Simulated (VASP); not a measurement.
A run of VASP 6.6.1:

INCAR

```
PREC     = Accurate       # precision mode
ENCUT    = 520            # plane-wave cutoff, eV
EDIFF    = 1E-8           # SCF threshold, eV
ISMEAR   = 0              # smearing method
SIGMA    = 0.01           # smearing width, eV
LREAL    = False          # projectors in reciprocal space
LASPH    = True           # aspherical terms in the spheres
NELM     = 60             # most SCF steps
ALGO     = Normal         # electronic algorithm
ISIF     = 2              # what is computed and relaxed
LWAVE    = False          # write WAVECAR
LCHARG   = True           # write CHGCAR
GGA      = PS             # functional
IBRION   = 8              # ionic algorithm
NSW      = 1              # ionic steps
LEPSILON = True           # dielectric tensor by DFPT
```

File KPOINTS:

```
regular mesh
0
Gamma
  6 6 8
```

Contents of POSCAR:

```
MgH2
1.0
    4.4769671517      0.0000000000      0.0000000000
    0.0000000000      4.4769671517      0.0000000000
    0.0000000000      0.0000000000      3.0075676465
Mg H
2 4
Direct
    0.0000000000      0.0000000000      0.0000000000
    0.5000000000      0.5000000000      0.5000000000
    0.3044944734      0.3044944734      0.0000000000
    0.1955055266      0.8044944734      0.5000000000
    0.8044944734      0.1955055266      0.5000000000
    0.6955055266      0.6955055266      0.0000000000
```

Potentials or basis: VASP PAW PBE potentials, release 64 (Mg, H).

Run with:

```sh
$ cat potpaw_PBE.64/Mg/POTCAR potpaw_PBE.64/H/POTCAR > POTCAR
$ mpirun -np 1 vasp_std > vasp.out
```

Hardware: 1 thread of Intel(R) Xeon(R) Platinum 8488C (Sapphire Rapids) (shared host).

**Question.** How long does it take, and how much memory?

**Answer.** Wall time 4.8 min on 1 thread of Intel(R) Xeon(R) Platinum 8488C (Sapphire Rapids), with other jobs on the host, peak memory 0.37 GiB. Counts: scf iterations 120, k points 50.
